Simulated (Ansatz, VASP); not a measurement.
# One calculation of K3SF, two programs

```xyz
5
Lattice="4.8649 0.0000 0.0000 0.0000 4.8649 0.0000 0.0000 0.0000 4.8649" Properties=species:S:1:pos:R:3 pbc="T T T"
S     0.0000    0.0000    0.0000
F     2.4324    2.4324    2.4324
K     2.4324    2.4324    0.0000
K     2.4324    0.0000    2.4324
K     0.0000    2.4324    2.4324
```

Alike in both runs: task single point; functional LDA; k mesh 4 × 4 × 4; occupations gaussian, width 0.05 eV; no spin polarisation.

|  | VASP | Ansatz |
| --- | --- | --- |
| version | VASP 6.6.1 | Ansatz 0.2.0 |
| potentials or method | VASP PAW LDA potentials, release 64 (S, F, K_sv), cutoff 520 eV | scalar-relativistic, plane waves, PAW |
| valence electrons in the cell | 40 | 40 |

Ansatz gave:

```
gap on the k mesh at the Fermi level (eV) : 2.61
least direct gap on the mesh (eV)         : 2.61
pressure (GPa)                            : 0.2
```

Problem. What did VASP give for the same quantities?

Solution. gap on the k mesh at the Fermi level (eV): 2.61; least direct gap on the mesh (eV): 2.61; pressure (GPa): 0.4.

LDA's correlation is that of Perdew and Zunger in VASP and of Perdew and Wang (1992) in Ansatz.
